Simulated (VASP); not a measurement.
Here is a VASP 6.6.1 calculation.

Contents of INCAR:

```
PREC = Accurate ; ENCUT = 520
EDIFF = 1E-6 ; ISMEAR = 0
SIGMA = 0.1 ; LREAL = F
LASPH = T ; NELM = 80
ALGO = Normal ; ISIF = 2
LWAVE = F ; LCHARG = T
GGA = PE ; LELF = T
LVHAR = T ; NBANDS = 18
```

The input KPOINTS:

```
Automatic mesh
0
Gamma
  4 4 4
```

POSCAR

```
Si4P
1.0
   -2.7761858659      2.7761858659      2.7761858659
    2.7761858659     -2.7761858659      2.7761858659
    2.7761858659      2.7761858659     -2.7761858659
Si P
4 1
Direct
    0.5000000000      0.5000000000      0.5000000000
    0.5000000000      0.0000000000      0.0000000000
    0.0000000000      0.0000000000      0.5000000000
    0.0000000000      0.5000000000      0.0000000000
    0.0000000000      0.0000000000      0.0000000000
```

Potentials or basis: VASP PAW PBE potentials, release 64 (Si, P).

The run is started by

```bash
$ cat potpaw_PBE.64/Si/POTCAR potpaw_PBE.64/P/POTCAR > POTCAR
$ mpirun -np 1 vasp_std > vasp.out
```

(1) Predict the band gap on the k mesh.

(2) Predict the pressure.

Answers

(1) zero (an odd number of electrons rules out a gap without spin polarisation).

(2) -0.2 GPa.

Caveat: the k points lie up to 0.40 Å⁻¹ apart, too coarse for converged energies and pressures of a metal.
